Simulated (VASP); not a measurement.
Here is a VASP 6.6.1 calculation.

File INCAR:

```
ALGO = Normal
EDIFF = 1E-7
ENCUT = 520
GGA = PE
ISIF = 2
ISMEAR = 0
LASPH = T
LCHARG = F
LREAL = F
LWAVE = F
NBANDS = 26
NELM = 100
PREC = Accurate
SIGMA = 0.05
```

File KPOINTS:

```
k-points
0
Gamma
  6 6 4
```

POSCAR

```
CdSe
1.0
    4.1910374164      0.0000000000      0.0000000000
   -2.0955187082      3.6295448708      0.0000000000
    0.0000000000      0.0000000000      7.3659600000
Cd Se
2 2
Direct
    0.6666666667      0.3333333333      0.0000000000
    0.3333333333      0.6666666667      0.5000000000
    0.6666666667      0.3333333333      0.3750000000
    0.3333333333      0.6666666667      0.8750000000
```

Potentials or basis: VASP PAW PBE potentials, release 64 (Cd, Se).

Command:

```console
$ cat potpaw_PBE.64/Cd/POTCAR potpaw_PBE.64/Se/POTCAR > POTCAR
$ mpirun -np 1 vasp_std > vasp.out
```

Question: Estimate the pressure.

Answer: 3.9 GPa.

Question: Estimate the largest force.

Answer: 0.482 eV/Å.

Question: What does it give for the band gap on the k mesh?

Answer: 0.58 eV.

Stress tensor (GPa, compression positive):
```
 6.02  0.00  0.00
 0.00  6.02  0.00
 0.00  0.00 -0.36
```

Caveat: the cell differs from its parent crystal (strain -0.025 along x and y, +0.050 along z); the stress differs along the axes, from -0 to 6 GPa; semilocal functionals underestimate gaps, and a narrow one can read as zero.
